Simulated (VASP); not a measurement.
# Ga (C2/c) in VASP: a series of runs

Runs on Ga. Level: PBEsol. Tasks: single point, relaxation of shape and atoms at fixed volume.

All numbers are computed with VASP 6.6.1; they aren't measurements. Logs are shortened: lines on timing, memory, paths and dates and some standing lists are left out, and cuts for length are marked.

## Step 1: The cell of the first run

The structure is monoclinic, space group C2/c (No. 15). The conventional cell has a = 2.798 Å, b = 8.013 Å, c = 3.393 Å, α = 90.00°, β = 93.14°, γ = 90.00°. Ga (site symmetry 2) has 10 Ga at 2.74 to 3.39 Å within 3.6 Å.

## Step 2: Single point, PBEsol (18.99 Å³/atom)

The input, INCAR:

```
SYSTEM = Ga
PREC = Accurate ; ENCUT = 520
EDIFF = 1E-7 ; ISMEAR = 0
SIGMA = 0.1 ; LREAL = .FALSE.
LASPH = .TRUE. ; NELM = 80
ALGO = Fast ; ISIF = 2
LWAVE = .FALSE. ; LCHARG = .TRUE.
GGA = PS ; LELF = .TRUE.
LVHAR = .TRUE. ; NBANDS = 20
```

The input, KPOINTS:

```
regular mesh
0
G
  16 16 12
  0 0 0
```

The input, POSCAR:

```
Ga
1.0
    1.3989520192     -4.0064123297     -0.0139319627
    1.3989520192      4.0064123297     -0.0139319627
   -0.1519728970      0.0000000000      3.3897239172
Ga
2
Direct
    0.8658421045      0.1341578955      0.2500000000
    0.1341578955      0.8658421045      0.7500000000
```

Potentials or basis: VASP PAW PBE potentials, release 64 (Ga_d).

The run is started by

```sh
$ cat potpaw_PBE.64/Ga_d/POTCAR > POTCAR
$ mpirun -np 1 vasp_std > vasp.out
```

OUTCAR:

```text
SYSTEM = Ga
   PREC = Accurate
   ENCUT = 520
   EDIFF = 1E-7
   ISMEAR = 0
   LREAL = .FALSE.
   LASPH = .TRUE.
   NELM = 80
   ISIF = 2
   GGA = PS

 ion  position               nearest neighbor table
   1  0.866  0.134  0.250-   2 2.74   2 2.74   2 2.83   2 2.83
   2  0.134  0.866  0.750-   1 2.74   1 2.74   1 2.83   1 2.83

  LATTYP: Found a base centered monoclinic cell.
 ALAT       =     2.7980427814
 B/A-ratio  =     2.8637248554
 C/A-ratio  =     1.2126794349
 COS(beta)  =    -0.0547345726

  Lattice vectors:

 A1 = (   1.3989520192,  -4.0064123297,  -0.0139319627)
 A2 = (   1.3989520192,   4.0064123297,  -0.0139319627)
 A3 = (  -0.1519728970,   0.0000000000,   3.3897239172)

Analysis of symmetry for initial positions (statically):
=====================================================================
 Subroutine PRICEL returns:
 Original cell was already a primitive cell.

 Routine SETGRP: Setting up the symmetry group for a
 base centered monoclinic supercell.

 Subroutine GETGRP returns: Found  4 space group operations
 (whereof  2 operations were pure point group operations)
 out of a pool of  4 trial point group operations.

The static configuration has the point symmetry S_2 .
 The point group associated with its full space group is C_2h.

Analysis of symmetry for dynamics (positions and initial velocities):
=====================================================================
 Subroutine PRICEL returns:
 Original cell was already a primitive cell.

 Routine SETGRP: Setting up the symmetry group for a
 base centered monoclinic supercell.

 Subroutine GETGRP returns: Found  4 space group operations
 (whereof  2 operations were pure point group operations)
 out of a pool of  4 trial point group operations.

The dynamic configuration has the point symmetry S_2 .
 The point group associated with its full space group is C_2h.

 Subroutine INISYM returns: Found  4 space group operations
 (whereof  2 operations are pure point group operations),
 and found     1 'primitive' translations

----------------------------------------------------------------------------------------

                                     Primitive cell

  volume of cell :      37.9803

  direct lattice vectors                    reciprocal lattice vectors
     1.398952019 -4.006412330 -0.013931963     0.357570051 -0.124799935  0.016031086
     1.398952019  4.006412330 -0.013931963     0.357570051  0.124799935  0.016031086
    -0.151972897  0.000000000  3.389723917     0.002939267  0.000000000  0.295141054

  length of vectors
     4.243654157  4.243654157  3.393128939     0.379062476  0.379062476  0.295155689

  position of ions in fractional coordinates (direct lattice)
     0.865842104  0.134157896  0.250000000
     0.134157896  0.865842104  0.750000000

  ion indices of the primitive-cell ions
   primitive index   ion index
                 1           1
                 2           2

----------------------------------------------------------------------------------------

 KPOINTS: regular mesh

Automatic generation of k-mesh.
 Grid dimensions read from file:
 generate k-points for:   16   16   12

 Generating k-lattice:

  Cartesian coordinates                     Fractional coordinates (reciprocal lattice)
     0.022348128 -0.007799996  0.001001943     0.062500000 -0.000000000  0.000000000
     0.022348128  0.007799996  0.001001943    -0.000000000  0.062500000  0.000000000
     0.000244939  0.000000000  0.024595088     0.000000000  0.000000000  0.083333333

  Length of vectors
     0.023691405  0.023691405  0.024596307

  Shift w.r.t. Gamma in fractional coordinates (k-lattice)
     0.000000000  0.000000000  0.000000000

 Subroutine IBZKPT returns following result:
 ===========================================

 Found    826 irreducible k-points:

 Following reciprocal coordinates:
            Coordinates               Weight
  0.000000  0.000000  0.000000      1.000000
  0.062500 -0.000000  0.000000      4.000000
  0.125000 -0.000000  0.000000      4.000000
  0.187500 -0.000000  0.000000      4.000000
  0.250000 -0.000000  0.000000      4.000000
  0.312500 -0.000000  0.000000      4.000000
[... 16 lines left out ...]
 -0.125000  0.062500 -0.000000      4.000000
 -0.062500  0.062500  0.000000      2.000000
 [... further k-points ...]
   k-points           NKPTS =    826   k-points in BZ     NKDIM =    826   number of bands    NBANDS=     20
   number of dos      NEDOS =    301   number of ions     NIONS =      2
   total plane-waves  NPLWV =  28672
   dimension x,y,z NGX =    32 NGY =   32 NGZ =   28
   dimension x,y,z NGXF=    64 NGYF=   64 NGZF=   56
   ions per type =               2
   NGX,Y,Z   is equivalent  to a cutoff of  12.54, 12.54, 13.72 a.u.
   NGXF,Y,Z  is equivalent  to a cutoff of  25.07, 25.07, 27.44 a.u.
 SYSTEM =  Ga
   PREC   = accura    normal or accurate (medium, high low for compatibility)
   ISTART =      0    job   : 0-new  1-cont  2-samecut
   ICHARG =      2    charge: 1-file 2-atom 10-const
   ISPIN  =      1    spin polarized calculation?
   LNONCOLLINEAR =      F non collinear calculations
   LSORBIT =      F    spin-orbit coupling
   LASPH  =      T    aspherical Exc in radial PAW
   ENCUT  =  520.0 eV  38.22 Ry    6.18 a.u.   7.89  7.89  6.31*2*pi/ulx,y,z
   NELM   =     80;   NELMIN=  2; NELMDL= -5     # of ELM steps
   EDIFF  = 0.1E-06   stopping-criterion for ELM
   LREAL  =      F    real-space projection
   EDIFFG = 0.1E-05   stopping-criterion for IOM
   NSW    =      0    number of steps for IOM
   IBRION =     -1    ionic relax: 0-MD 1-quasi-New 2-CG
   NFREE  =      0    steps in history (QN), initial steepest desc. (CG)
   ISIF   =      2    stress and relaxation
   ISYM   =      2    0-nonsym 1-usesym 2-fastsym
   POTIM  = 0.5000    time-step for ionic-motion
   TEBEG  =    0.0;   TEEND  =   0.0 temperature during run
   PSTRESS=    0.0 pullay stress
   NELECT =      26.0000    total number of electrons
   NUPDOWN=      -1.0000    fix difference up-down
   EMIN   =  10.00;   EMAX   =-10.00  energy-range for DOS
   EFERMI =   0.00;   METHOD = LEGACY
   ISMEAR =     0;   SIGMA  =   0.10  broadening in eV -4-tet -1-fermi 0-gaus
   EFERMI_NEDOS =   21; number of points for ismear=-14 and -15
   IALGO  =     68    algorithm
   IMIX   =      4    mixing-type and parameters
     AMIX     =   0.40;   BMIX     =  1.00
     AMIX_MAG =   1.60;   BMIX_MAG =  1.00
  volume/ion in A,a.u.               =      18.99       128.15
  Fermi-wavevector in a.u.,A,eV,Ry     =   1.442823  2.726540 28.323761  2.081738
  Thomas-Fermi vector in A             =   2.561300
   LORBIT       =      0    0 simple, 1 ext, 2 COOP (PROOUT), +10 PAW based schemes
   GGA     = PS    functional components
   LHFCALC =     F    Hartree Fock is set to
   AEXX    =    0.0000 exact exchange contribution
   IVDW    =     0    specifies the selected vdW correction
   LEPSILON=     F    determine dielectric tensor
   LRPA    =     F    only Hartree local field effects (RPA)
 non-spin polarized calculation
 RMM-DIIS sequential band-by-band and
 Gauss-broadening in eV      SIGMA  =   0.10
  energy-cutoff  :      520.00
  volume of cell :       37.98
 maximum number of plane-waves:      1040
   NGX = 15   NGY = 15   NGZ = 13

 number of electron      26.0000002 magnetization

 Free energy of the ion-electron system (eV)
  ---------------------------------------------------
  ext. energy  EPLUGINS =         0.00000000
  ---------------------------------------------------
  free energy    TOTEN  =        -6.66650214 eV

  energy without entropy =       -6.66342217  energy(sigma->0) =       -6.66496216

 E-fermi :   5.3047     XC(G=0): -11.0758

 val. band max:        5.2972832893   @ k =   0.5000   0.1875   0.4167
 cond. band min:       5.3227248429   @ k =   0.4375   0.1250   0.3333
 fundamental gap:      0.0254415536
 Fermi energy:         5.3046577836

 k-point     1 :       0.0000    0.0000    0.0000
  band No.  band energies     occupation
      1      -9.7890      2.00000
      2      -9.7798      2.00000
      3      -9.7296      2.00000
      4      -9.7260      2.00000
      5      -9.4780      2.00000
      6      -9.4735      2.00000
[... 12 lines left out ...]
     19      15.7802      0.00000
     20      18.1966      0.00000

 k-point     2 :       0.0625   -0.0000    0.0000
  band No.  band energies     occupation
      1      -9.7861      2.00000
      2      -9.7728      2.00000
      3      -9.7259      2.00000
      4      -9.7082      2.00000
      5      -9.4846      2.00000
      6      -9.4787      2.00000
[... 12 lines left out ...]
     19      16.0482      0.00000
     20      18.8092      0.00000

 k-point     3 :       0.1250   -0.0000    0.0000
  band No.  band energies     occupation
      1      -9.7779      2.00000
      2      -9.7556      2.00000
      3      -9.7055      2.00000
      4      -9.6666      2.00000
      5      -9.5037      2.00000
      6      -9.4940      2.00000
[... 12 lines left out ...]
     19      16.1751      0.00000
     20      19.2832      0.00000

 k-point     4 :       0.1875   -0.0000    0.0000
  band No.  band energies     occupation
      1      -9.7661      2.00000
      2      -9.7343      2.00000
      3      -9.6717      2.00000
      4      -9.6121      2.00000
      5      -9.5326      2.00000
      6      -9.5142      2.00000
[... 12 lines left out ...]
     19      16.2794      0.00000
     20      19.9193      0.00000

 k-point     5 :       0.2500   -0.0000    0.0000
  band No.  band energies     occupation
      1      -9.7532      2.00000
      2      -9.7132      2.00000
      3      -9.6373      2.00000
      4      -9.5888      2.00000
      5      -9.5670      2.00000
      6      -9.4984      2.00000
[... 12 lines left out ...]
     19      16.3974      0.00000
     20      19.3228      0.00000
[... 353 lines left out ...]
      6      -9.5265      2.00000
[... 12 lines left out ...]
     19      15.6914      0.00000
     20      20.3628      0.00000

 k-point    22 :      -0.1875    0.0625   -0.0000
  band No.  band energies     occupation
      1      -9.7665      2.00000
      2      -9.7529      2.00000
      3      -9.7173      2.00000
      4      -9.6467      2.00000
      5      -9.5120      2.00000
      6      -9.5085      2.00000
[... 12 lines left out ...]
     19      15.6844      0.00000
     20      20.3305      0.00000

 k-point    23 :      -0.1250    0.0625   -0.0000
  band No.  band energies     occupation
      1      -9.7782      2.00000
      2      -9.7745      2.00000
      3      -9.7359      2.00000
      4      -9.6889      2.00000
      5      -9.4908      2.00000
      6      -9.4893      2.00000
[... 12 lines left out ...]
     19      15.7645      0.00000
     20      18.6616      0.00000

 k-point    24 :      -0.0625    0.0625    0.0000
  band No.  band energies     occupation
      1      -9.7848      2.00000
      2      -9.7814      2.00000
      3      -9.7407      2.00000
      4      -9.7098      2.00000
      5      -9.4806      2.00000
      6      -9.4800      2.00000
[... 12 lines left out ...]
     19      15.8971      0.00000
     20      17.6725      0.00000

 [... further k-points ...]

------------------------ aborting loop because EDIFF is reached ----------------------------------------

  FORCE on cell =-STRESS in cart. coord.  units (eV):
  Direction    XX          YY          ZZ          XY          YZ          ZX
  --------------------------------------------------------------------------------------
  -------------------------------------------------------------------------------------
  Total       -0.6907464     -0.6866815     -0.7081624      0.0000000      0.0000000      0.0028648
  in kB      -29.1387129    -28.9672399    -29.8733961      0.0000000      0.0000000      0.1208481
  external PRESSURE =     -29.3264496 kB  Pullay stress =       0.0000000 kB

 VOLUME and BASIS-vectors are now :
 -----------------------------------------------------------------------------
  energy-cutoff  :      520.00
  volume of cell :       37.98
      direct lattice vectors                 reciprocal lattice vectors
     1.398952019 -4.006412330 -0.013931963     0.357570051 -0.124799935  0.016031086
     1.398952019  4.006412330 -0.013931963     0.357570051  0.124799935  0.016031086
    -0.151972897  0.000000000  3.389723917     0.002939267  0.000000000  0.295141054

 POSITION                                       TOTAL-FORCE (eV/Angst)
 -----------------------------------------------------------------------------------
      1.36096     -2.93143      0.83350         0.000000      0.000693      0.000000
      1.28497      2.93143      2.52836        -0.000000     -0.000693     -0.000000
 -----------------------------------------------------------------------------------
    total drift:                                0.000000      0.000000     -0.000000

  FREE ENERGIE OF THE ION-ELECTRON SYSTEM (eV)
  ---------------------------------------------------
  free  energy   TOTEN  =        -6.6665021439 eV

  energy  without entropy=       -6.6634221680  energy(sigma->0) =       -6.66496216
```

Wall time 4.4 min (1 thread of Intel Xeon 6975P-C (Granite Rapids), shared host); peak memory 0.57 GiB.

Results:

| Quantity | Value |
| --- | --- |
| Free energy | -6.6665 eV |
| Pressure | -2.9 GPa |
| Band gap on the k mesh | zero (bands 13 and 14 overlap by 8.07 eV) |

Stress tensor (GPa, compression positive):
```
-2.91  0.00  0.01
 0.00 -2.90  0.00
 0.01  0.00 -2.99
```

Caveat: the PAW data sets were made with another functional, which shifts forces and pressure a little.

## Step 3: Single point, PBEsol (19.71 Å³/atom)

This run uses another cell than the first one, of 19.71 Å³/atom.

The input, INCAR:

```
ALGO     = Fast           # electronic algorithm
EDIFF    = 1E-6           # SCF threshold, eV
ENCUT    = 520            # plane-wave cutoff, eV
GGA      = PS             # functional
ISIF     = 2              # what is computed and relaxed
ISMEAR   = 0              # smearing method
LASPH    = T              # aspherical terms in the spheres
LCHARG   = F              # write CHGCAR
LREAL    = F              # projectors in reciprocal space
LWAVE    = F              # write WAVECAR
NBANDS   = 20             # bands
NELM     = 80             # most SCF steps
PREC     = Accurate       # precision mode
SIGMA    = 0.1            # smearing width, eV
```

The input, KPOINTS:

```
k-points
0
Gamma
  16 16 12
```

The input, POSCAR:

```
Ga
1.0
    1.4170878635     -4.0527628317     -0.0127846059
    1.4170878635      4.0527628317     -0.0127846059
   -0.1507346566      0.0000000000      3.4327310072
Ga
2
Direct
    0.8655891412      0.1344108588      0.2500000000
    0.1344108588      0.8655891412      0.7500000000
```

Potentials or basis: VASP PAW PBE potentials, release 64 (Ga_d).

The run is started by

```sh
$ cat potpaw_PBE.64/Ga_d/POTCAR > POTCAR
$ mpirun -np 1 vasp_std > vasp.out
```

OUTCAR:

```text
EDIFF = 1E-6
   ENCUT = 520
   GGA = PS
   ISIF = 2
   ISMEAR = 0
   LASPH = T
   LREAL = F
   NELM = 80
   PREC = Accurate

 ion  position               nearest neighbor table
   1  0.866  0.134  0.250-   2 2.77   2 2.77   2 2.87   2 2.87
   2  0.134  0.866  0.750-   1 2.77   1 2.77   1 2.87   1 2.87

  LATTYP: Found a base centered monoclinic cell.
 ALAT       =     2.8342910641
 B/A-ratio  =     2.8598070840
 C/A-ratio  =     1.2123098124
 COS(beta)  =    -0.0528796369

  Lattice vectors:

 A1 = (   1.4170878635,  -4.0527628317,  -0.0127846059)
 A2 = (   1.4170878635,   4.0527628317,  -0.0127846059)
 A3 = (  -0.1507346566,   0.0000000000,   3.4327310072)

Analysis of symmetry for initial positions (statically):
=====================================================================
 Subroutine PRICEL returns:
 Original cell was already a primitive cell.

 Routine SETGRP: Setting up the symmetry group for a
 base centered monoclinic supercell.

 Subroutine GETGRP returns: Found  4 space group operations
 (whereof  2 operations were pure point group operations)
[... 162 lines left out ...]
  ---------------------------------------------------
  free energy    TOTEN  =        -6.63289402 eV

  energy without entropy =       -6.62927121  energy(sigma->0) =       -6.63108262

 E-fermi :   4.9635     XC(G=0): -10.8920

 val. band max:        4.9628197754   @ k =  -0.1875  -0.3750   0.3333
 cond. band min:       4.9679401389   @ k =  -0.0625  -0.3750   0.4167
 fundamental gap:      0.0051203635
 Fermi energy:         4.9634858300

 k-point     1 :       0.0000    0.0000    0.0000
  band No.  band energies     occupation
      1     -10.0722      2.00000
      2     -10.0615      2.00000
      3     -10.0162      2.00000
      4     -10.0106      2.00000
      5      -9.7894      2.00000
      6      -9.7843      2.00000
[... 541 lines left out ...]
     19      15.2515      0.00000
     20      17.0764      0.00000

 [... further k-points ...]

------------------------ aborting loop because EDIFF is reached ----------------------------------------

  FORCE on cell =-STRESS in cart. coord.  units (eV):
  Direction    XX          YY          ZZ          XY          YZ          ZX
  --------------------------------------------------------------------------------------
  -------------------------------------------------------------------------------------
  Total       -1.0968273     -1.1107198     -1.1028227      0.0000000      0.0000000      0.0119146
  in kB      -44.5864785    -45.1512145    -44.8301942      0.0000000      0.0000000      0.4843340
  external PRESSURE =     -44.8559624 kB  Pullay stress =       0.0000000 kB

 VOLUME and BASIS-vectors are now :
 -----------------------------------------------------------------------------
  energy-cutoff  :      520.00
  volume of cell :       39.41
      direct lattice vectors                 reciprocal lattice vectors
     1.417087863 -4.052762832 -0.012784606     0.352976106 -0.123372628  0.015499534
     1.417087863  4.052762832 -0.012784606     0.352976106  0.123372628  0.015499534
    -0.150734657  0.000000000  3.432731007     0.002629195  0.000000000  0.291428693

 POSITION                                       TOTAL-FORCE (eV/Angst)
 -----------------------------------------------------------------------------------
      1.37940     -2.96329      0.84540         0.000000     -0.001462      0.000000
      1.30404      2.96329      2.56176        -0.000000      0.001462     -0.000000
 -----------------------------------------------------------------------------------
    total drift:                                0.000000      0.000000     -0.000000

  FREE ENERGIE OF THE ION-ELECTRON SYSTEM (eV)
  ---------------------------------------------------
  free  energy   TOTEN  =        -6.6328940239 eV

  energy  without entropy=       -6.6292712102  energy(sigma->0) =       -6.63108262
```

Run time: 3.8 min. Hardware: 1 thread of Intel Xeon 6975P-C (Granite Rapids), shared host; peak memory 0.58 GiB.

What came out:

| Property | Result |
| --- | --- |
| Free energy | -6.6329 eV |
| Pressure | -4.5 GPa |
| Band gap on the k mesh | zero (bands 13 and 14 overlap by 7.79 eV) |

Caveat: the cell stands under tension; the PAW data sets were made with another functional, which shifts forces and pressure a little.

[end of part 1 of 2]

The gap in the log of VASP goes by the Fermi energy; the results here count the filled bands.